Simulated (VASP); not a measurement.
The system is Pt.

```
Pt
1.0
     0.00000    1.83358    1.83358
     1.83358    0.00000    1.83358
     1.83358    1.83358    0.00000
Pt
1
Cartesian
  0.0000 0.0000 0.0000
```

Base run:

* Program: VASP 6.6.1
* Functional: PBEsol
* Potentials or basis: VASP PAW PBE potentials, release 64 (Pt)
* Cutoff: 520 eV
* k mesh: 22 × 22 × 22
* Occupations: gaussian, width 0.15 eV
* Spin: collinear spin
* Starting moments: [0.25] μB
* Fixed moment: 0.25 μB

Its results: pressure 97.2 GPa; site moments Pt +0.24 μB.

Question: The run is repeated on the same cell with these changes: fixed moment from 0.25 μB to 0.35 μB; moments at the start from [0.25] to [0.35]. What comes out?

Answer: Pressure 97.7 GPa; site moments Pt +0.34 μB.

Caveats: the cell stands under pressure; the PAW data sets were made with another functional, which shifts forces and pressure a little; the total moment is fixed, so each spin has its own Fermi level.
